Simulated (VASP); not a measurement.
Set up this calculation in VASP 6.6.1, as the native input.

```
Task                   : single point
Functional             : PBE
Potentials or basis    : VASP PAW PBE potentials, release 64 (Cd, Se)
Cutoff                 : 520 eV
k mesh                 : 6 × 6 × 6
Occupations            : fermi-dirac, width 0.1 eV
Spin                   : no spin polarisation
Dipole correction      : no
Further INCAR settings : ALGO = Normal; EDIFF = 1e-06; NBANDS = 16
```

The structure of CdSe lies in POSCAR:

```
CdSe
1.0
    0.0000000000      3.0702700000      3.0702700000
    3.0702700000      0.0000000000      3.0702700000
    3.0702700000      3.0702700000      0.0000000000
Cd Se
1 1
Direct
    0.0000000000      0.0000000000      0.0000000000
    0.7500000000      0.7500000000      0.7500000000
```

One way to write it, as run:

INCAR

```
SYSTEM = CdSe
ALGO     = Normal         ! electronic algorithm
EDIFF    = 1E-6           ! SCF threshold, eV
ENCUT    = 520            ! plane-wave cutoff, eV
GGA      = PE             ! functional
ISIF     = 2              ! what is computed and relaxed
ISMEAR   = -1             ! smearing method
LASPH    = .True.         ! aspherical terms in the spheres
LCHARG   = .True.         ! write CHGCAR
LELF     = .True.         ! ELF
LREAL    = .False.        ! projectors in reciprocal space
LVHAR    = .True.       
LWAVE    = .False.        ! write WAVECAR
NBANDS   = 16             ! bands
NELM     = 100            ! most SCF steps
PREC     = Accurate       ! precision mode
SIGMA    = 0.1            ! smearing width, eV
```

KPOINTS

```
k-points
0
Gamma
  6 6 6
  0 0 0
```

Potentials or basis: VASP PAW PBE potentials, release 64 (Cd, Se).

Run with:

```console
$ cat potpaw_PBE.64/Cd/POTCAR potpaw_PBE.64/Se/POTCAR > POTCAR
$ mpirun -np 1 vasp_std > vasp.out
```

It gave:

```yaml
Pressure: 1.6 GPa
Band_gap_on_the_k_mesh: 0.55 eV, direct
```

Wall time 11 s on 1 thread of Intel(R) Xeon(R) Platinum 8488C (Sapphire Rapids), with other jobs on the host, peak memory 0.18 GiB.
